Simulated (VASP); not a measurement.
Crystal: Lu2AsP.

```
P Lu As
1.0
     3.96075    0.00000    0.00000
     0.00000    3.96075    0.00000
     0.00000    0.00000    5.59745
P Lu As
1 2 1
Direct
  0.00000 0.00000 0.00000
  0.00000 0.00000 0.50000
  0.50000 0.50000 0.00000
  0.50000 0.50000 0.50000
```

Base run:

* Program: VASP 6.6.1
* Functional: PBE
* Potentials or basis: VASP PAW PBE potentials, release 64 (P, Lu, As)
* Cutoff: 520 eV
* k mesh: 6 × 6 × 6
* Occupations: fermi-dirac, width 0.02 eV
* Spin: no spin polarisation

Its results: band gap on the k mesh zero (bands 30 and 31 overlap by 1.14 eV); pressure 0.9 GPa.

Q: The run is repeated on the same cell with these changes: functional from PBE to r2SCAN; further incar settings from ALGO = Normal; EDIFF = 1e-06; NBANDS = 38 to ALGO = Normal; EDIFF = 1e-07; NBANDS = 38. What comes out?

A: Band gap on the k mesh zero (bands 30 and 31 overlap by 0.84 eV); pressure 0.3 GPa.

Caveats: spin-orbit coupling is left out, which moves the levels of the heavy elements; the PAW data sets were made with another functional, which shifts forces and pressure a little (at least some runs).
